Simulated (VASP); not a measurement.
# HPbNO4 (Pmmn) in VASP: further runs, part 2 of 2

VASP 6.6.1. Earlier steps stand in the parts before.

### 4 Single point, revPBE

This run uses another cell than the first one, of 15.86 Å³/atom.

The input, INCAR:

```
SYSTEM = HPbNO4
PREC = Accurate
ENCUT = 520
EDIFF = 1E-7
ISMEAR = -1
SIGMA = 0.05
LREAL = .FALSE.
LASPH = .TRUE.
NELM = 100
ALGO = Normal
ISIF = 2
LWAVE = .FALSE.
LCHARG = .FALSE.
GGA = RE
NBANDS = 57
```

The input, KPOINTS:

```
Automatic mesh
0
G
  4 4 3
  0 0 0
```

The input, POSCAR:

```
HPbNO4
1.0
    5.0374165576      0.0000000000      0.0000000000
    0.0000000000      5.8002426535      0.0000000000
    0.0000000000      0.0000000000      7.5979604642
H Pb N O
2 2 2 8
Direct
    0.0000000000      0.5000000000      0.1823749752
    0.5000000000      0.0000000000      0.8176250248
    0.5000000000      0.5000000000      0.9688496514
    0.0000000000      0.0000000000      0.0311503486
    0.0000000000      0.0000000000      0.6427893548
    0.5000000000      0.5000000000      0.3572106452
    0.0000000000      0.5000000000      0.0541769459
    0.5000000000      0.0000000000      0.9458230541
    0.0000000000      0.1897437880      0.7331370118
    0.0000000000      0.8102562120      0.7331370118
    0.0000000000      0.0000000000      0.4819058494
    0.5000000000      0.6897437880      0.2668629882
    0.5000000000      0.3102562120      0.2668629882
    0.5000000000      0.5000000000      0.5180941506
```

Potentials or basis: VASP PAW PBE potentials, release 64 (H, Pb_d, N, O).

Command:

```bash
> cat potpaw_PBE.64/H/POTCAR potpaw_PBE.64/Pb_d/POTCAR potpaw_PBE.64/N/POTCAR potpaw_PBE.64/O/POTCAR > POTCAR
> mpirun -np 1 vasp_std > vasp.out
```

OUTCAR:

```text
SYSTEM = HPbNO4
   PREC = Accurate
   ENCUT = 520
   EDIFF = 1E-7
   ISMEAR = -1
   LREAL = .FALSE.
   LASPH = .TRUE.
   NELM = 100
   ISIF = 2
   GGA = RE

 ion  position               nearest neighbor table
   1  0.000  0.500  0.182-   7 0.97
   2  0.500  0.000  0.818-   8 0.97
   3  0.500  0.500  0.969-  12 2.52  13 2.52   7 2.60   7 2.60   8 2.91   8 2.91   6 2.95   4 3.87
                             4 3.87   4 3.87   4 3.87
   4  0.000  0.000  0.031-   9 2.52  10 2.52   8 2.60   8 2.60   7 2.91   7 2.91   5 2.95   3 3.87
                             3 3.87   3 3.87   3 3.87
   5  0.000  0.000  0.643-  11 1.22  10 1.30   9 1.30   4 2.95
   6  0.500  0.500  0.357-  14 1.22  13 1.30  12 1.30   3 2.95
   7  0.000  0.500  0.054-   1 0.97   3 2.60   3 2.60   4 2.91   4 2.91
   8  0.500  0.000  0.946-   2 0.97   4 2.60   4 2.60   3 2.91   3 2.91
   9  0.000  0.190  0.733-   5 1.30   4 2.52
  10  0.000  0.810  0.733-   5 1.30   4 2.52
  11  0.000  0.000  0.482-   5 1.22
[... 1276 lines left out ...]
 [bands above 56 left out]

------------------------ aborting loop because EDIFF is reached ----------------------------------------

  FORCE on cell =-STRESS in cart. coord.  units (eV):
  Direction    XX          YY          ZZ          XY          YZ          ZX
  --------------------------------------------------------------------------------------
  -------------------------------------------------------------------------------------
  Total       -0.3200721      0.7494962      1.9244525      0.0000000      0.0000000      0.0000000
  in kB       -2.3099756      5.4091489     13.8888639      0.0000000      0.0000000      0.0000000
  external PRESSURE =       5.6626791 kB  Pullay stress =       0.0000000 kB

 VOLUME and BASIS-vectors are now :
 -----------------------------------------------------------------------------
  energy-cutoff  :      520.00
  volume of cell :      222.00
      direct lattice vectors                 reciprocal lattice vectors
     5.037416558  0.000000000  0.000000000     0.198514454  0.000000000  0.000000000
     0.000000000  5.800242653  0.000000000     0.000000000  0.172406580  0.000000000
     0.000000000  0.000000000  7.597960464     0.000000000  0.000000000  0.131614267

 POSITION                                       TOTAL-FORCE (eV/Angst)
 -----------------------------------------------------------------------------------
      0.00000      2.90012      1.38568         0.000000      0.000000      0.121184
      2.51871      0.00000      6.21228         0.000000      0.000000     -0.121184
      2.51871      2.90012      7.36128         0.000000      0.000000     -0.036490
      0.00000      0.00000      0.23668         0.000000      0.000000      0.036490
      0.00000      0.00000      4.88389         0.000000      0.000000      0.236595
      2.51871      2.90012      2.71407         0.000000      0.000000     -0.236595
      0.00000      2.90012      0.41163         0.000000      0.000000     -0.104362
      2.51871      0.00000      7.18633         0.000000      0.000000      0.104362
      0.00000      1.10056      5.57035         0.000000      0.238796      0.152052
      0.00000      4.69968      5.57035         0.000000     -0.238796      0.152052
      0.00000      0.00000      3.66150         0.000000      0.000000     -0.571169
      2.51871      4.00068      2.02761         0.000000      0.238796     -0.152052
      2.51871      1.79956      2.02761         0.000000     -0.238796     -0.152052
      2.51871      2.90012      3.93646         0.000000      0.000000      0.571169
 -----------------------------------------------------------------------------------
    total drift:                                0.000000      0.000000      0.000000

  FREE ENERGIE OF THE ION-ELECTRON SYSTEM (eV)
  ---------------------------------------------------
  free  energy   TOTEN  =       -77.0038528707 eV

  energy  without entropy=      -77.0038528706  energy(sigma->0) =      -77.00385287
```

stdout:

```text
POSCAR found type information on POSCAR H PbN O
 POSCAR found :  4 types and      14 ions
 scaLAPACK will be used
 -----------------------------------------------------------------------------
|                                                                             |
|                                                                             |
|     You enforced a specific xc type in the INCAR file but a different       |
|     I HOPE YOU KNOW WHAT YOU ARE DOING!                                     |
|                                                                             |
 -----------------------------------------------------------------------------

 LDA part: xc-table for (Slater+PW92), standard interpolation
 POSCAR, INCAR and KPOINTS ok, starting setup
 FFT: planning ... GRIDC
 FFT: planning ... GRID_SOFT
 FFT: planning ... GRID
 WAVECAR not read
 entering main loop
```

Wall time 2.5 min (1 thread of Intel Xeon 6975P-C (Granite Rapids), shared host); peak memory 0.43 GiB.

Results:

```
Free energy            : -77.0039 eV
Pressure               : 0.6 GPa
Largest force          : 0.571 eV/Å
Band gap on the k mesh : 2.77 eV (least direct gap 2.86 eV)
```

Forces on the atoms (eV/Å):
```
H    0.000  0.000  0.121
H    0.000  0.000 -0.121
Pb   0.000  0.000 -0.036
Pb   0.000  0.000  0.036
N    0.000  0.000  0.237
N    0.000  0.000 -0.237
O    0.000  0.000 -0.104
O    0.000  0.000  0.104
O    0.000  0.239  0.152
O    0.000 -0.239  0.152
O    0.000  0.000 -0.571
O    0.000  0.239 -0.152
O    0.000 -0.239 -0.152
O    0.000  0.000  0.571
```

Caveat: the standard files for N, O and F lose accuracy on very short bonds; the PAW data sets were made with another functional, which shifts forces and pressure a little; spin-orbit coupling is left out, which moves the levels of the heavy elements.

### 5 Single point, r2SCAN+rVV10

This run uses another cell than the first one, of 12.72 Å³/atom.

The input, POSCAR:

```
HPbNO4
1.0
    4.6983276175      0.0000000000      0.0000000000
    0.0000000000      5.3641957858      0.0000000000
    0.0000000000      0.0000000000      7.0684789866
H Pb N O
2 2 2 8
Direct
    0.0000000000      0.5000000000      0.2007265813
    0.5000000000      0.0000000000      0.7992734187
    0.5000000000      0.5000000000      0.9301555343
    0.0000000000      0.0000000000      0.0698444657
    0.0000000000      0.0000000000      0.6434741487
    0.5000000000      0.5000000000      0.3565258513
    0.0000000000      0.5000000000      0.0639344912
    0.5000000000      0.0000000000      0.9360655088
    0.0000000000      0.2024088861      0.7374429180
    0.0000000000      0.7975911139      0.7374429180
    0.0000000000      0.0000000000      0.4707781503
    0.5000000000      0.7024088861      0.2625570820
    0.5000000000      0.2975911139      0.2625570820
    0.5000000000      0.5000000000      0.5292218497
```

The input, INCAR.step1:

```
ALGO = Normal
EDIFF = 1E-4
ENCUT = 520
GGA = PE
ISMEAR = -1
LASPH = T
LCHARG = F
LREAL = F
LWAVE = T
NBANDS = 57
NELM = 80
PREC = Accurate
SIGMA = 0.05
```

The input, INCAR.step2:

```
ALGO = Normal
BPARAM = 11.95
CPARAM = 0.0093
EDIFF = 1E-7
ENCUT = 520
ISIF = 2
ISMEAR = -1
ISTART = 1
IVDW_NL = 2
LASPH = T
LCHARG = T
LELF = T
LMIXTAU = T
LREAL = F
LUSE_VDW = T
LVHAR = T
LWAVE = F
METAGGA = R2SCAN
NBANDS = 57
NELM = 80
PREC = Accurate
SIGMA = 0.05
```

The input, KPOINTS:

```
k-points
0
Gamma
  4 4 3
```

Potentials or basis: VASP PAW PBE potentials, release 64 (H, Pb_d, N, O).

Command:

```bash
> cat potpaw_PBE.64/H/POTCAR potpaw_PBE.64/Pb_d/POTCAR potpaw_PBE.64/N/POTCAR potpaw_PBE.64/O/POTCAR > POTCAR
> cp INCAR.step1 INCAR
> mpirun -np 1 vasp_std > vasp.out
> cp INCAR.step2 INCAR
> mpirun -np 1 vasp_std > vasp.out
```

OUTCAR:

```text
BPARAM = 11.95
   EDIFF = 1E-7
   ENCUT = 520
   ISIF = 2
   ISMEAR = -1
   ISTART = 1
   IVDW_NL = 2
   LASPH = T
   LREAL = F
   METAGGA = R2SCAN
   NELM = 80
   PREC = Accurate

 ion  position               nearest neighbor table
   1  0.000  0.500  0.201-   7 0.97
   2  0.500  0.000  0.799-   8 0.97
   3  0.500  0.500  0.930-   7 2.53   7 2.53  13 2.59  12 2.59   8 2.68   8 2.68  14 2.83   4 3.70
                             4 3.70   4 3.70   4 3.70
[... 1301 lines left out ...]
  energy-cutoff  :      520.00
  volume of cell :      178.15
      direct lattice vectors                 reciprocal lattice vectors
     4.698327618  0.000000000  0.000000000     0.212841692  0.000000000  0.000000000
     0.000000000  5.364195786  0.000000000     0.000000000  0.186421234  0.000000000
     0.000000000  0.000000000  7.068478987     0.000000000  0.000000000  0.141473152

 POSITION                                       TOTAL-FORCE (eV/Angst)
 -----------------------------------------------------------------------------------
      0.00000      2.68210      1.41883         0.000000      0.000000      0.191997
      2.34916      0.00000      5.64965         0.000000      0.000000     -0.191997
      2.34916      2.68210      6.57478         0.000000      0.000000     -0.072035
      0.00000      0.00000      0.49369         0.000000      0.000000      0.072035
      0.00000      0.00000      4.54838         0.000000      0.000000      0.210873
      2.34916      2.68210      2.52010         0.000000      0.000000     -0.210873
      0.00000      2.68210      0.45192         0.000000      0.000000     -0.159840
      2.34916      0.00000      6.61656         0.000000      0.000000      0.159840
      0.00000      1.08576      5.21260         0.000000      0.423324      0.252019
      0.00000      4.27843      5.21260         0.000000     -0.423324      0.252019
      0.00000      0.00000      3.32769         0.000000      0.000000     -0.774680
      2.34916      3.76786      1.85588        -0.000000      0.423324     -0.252019
      2.34916      1.59634      1.85588         0.000000     -0.423324     -0.252019
      2.34916      2.68210      3.74079         0.000000      0.000000      0.774680
 -----------------------------------------------------------------------------------
    total drift:                                0.000000      0.000000      0.000000

  FREE ENERGIE OF THE ION-ELECTRON SYSTEM (eV)
  ---------------------------------------------------
  free  energy   TOTEN  =      -193.1837578119 eV

  energy  without entropy=     -193.1837578119  energy(sigma->0) =     -193.18375781
```

Wall time 6.2 min (1 thread of Intel Xeon 6975P-C (Granite Rapids), shared host); peak memory 0.66 GiB.

What came out:

* Free energy: -193.1838 eV
* Pressure: 1.3 GPa
* Largest force: 0.775 eV/Å
* Band gap on the k mesh: 3.14 eV

Forces on the atoms (eV/Å):
```
H    0.000  0.000  0.192
H    0.000  0.000 -0.192
Pb   0.000  0.000 -0.072
Pb   0.000  0.000  0.072
N    0.000  0.000  0.211
N    0.000  0.000 -0.211
O    0.000  0.000 -0.160
O    0.000  0.000  0.160
O    0.000  0.423  0.252
O    0.000 -0.423  0.252
O    0.000  0.000 -0.775
O    0.000  0.423 -0.252
O    0.000 -0.423 -0.252
O    0.000  0.000  0.775
```

Stress tensor (GPa, compression positive):
```
-0.15  0.00  0.00
 0.00  1.51  0.00
 0.00  0.00  2.58
```

Levels at points of the mesh, in eV from the valence-band top:
| k point | band 41 | band 42 | band 43 | band 44 | band 45 | band 46 | band 47 | band 48 |
| --- | --- | --- | --- | --- | --- | --- | --- | --- |
| (0.00, 0.00, 0.00) | -1.66 | -1.45 | -0.61 | -0.21 | 3.25 | 4.05 | 5.62 | 5.88 |
| (0.50, 0.00, 0.00) | -0.76 | -0.76 | -0.42 | -0.42 | 3.72 | 3.72 | 5.48 | 5.48 |
| (0.00, 0.50, 0.00) | -0.82 | -0.82 | -0.43 | -0.43 | 3.86 | 3.86 | 4.74 | 4.74 |
| (0.50, 0.50, 0.00) | -0.64 | -0.64 | 0.00 | 0.00 | 3.14 | 3.14 | 4.84 | 4.84 |

Caveat: the standard files for N, O and F lose accuracy on very short bonds; the PAW data sets were made with another functional, which shifts forces and pressure a little; spin-orbit coupling is left out, which moves the levels of the heavy elements.

### 6 The runs side by side

```tsv
level	cell	k mesh	gap on the mesh (eV)	pressure (GPa)	largest force (eV/Å)
PBE	a = 4.824, b = 5.483, c = 7.096 Å, 14 atoms, atomic positions A	6 × 5 × 4	3.02	7.6	2.78
PBE	a = 4.858, b = 5.522, c = 7.146 Å, 14 atoms, atomic positions A	6 × 5 × 4	2.97	5.0	1.98
revPBE	a = 5.037, b = 5.800, c = 7.598 Å, 14 atoms, atomic positions B	4 × 4 × 3	2.77	0.6	0.57
r2SCAN+rVV10	a = 4.698, b = 5.364, c = 7.068 Å, 14 atoms, atomic positions C	4 × 4 × 3	3.14	1.3	0.77
```

Alike in all rows: task single point; potentials or basis VASP PAW PBE potentials, release 64 (H, Pb_d, N, O); no spin polarisation; cutoff (eV) 520; smearing fermi-dirac 0.05 eV.

Caveats: the standard files for N, O and F lose accuracy on very short bonds; spin-orbit coupling is left out, which moves the levels of the heavy elements; forces of over 1 eV/Å act on the atoms, so gaps and moduli don't describe the material at rest (at least some runs); the PAW data sets were made with another functional, which shifts forces and pressure a little (at least some runs); the stress differs along the axes, from 2 to 13 GPa (at least some runs); the stress differs along the axes, from 1 to 8 GPa (at least some runs).

Absolute energies hang on the potentials; compare differences alone.
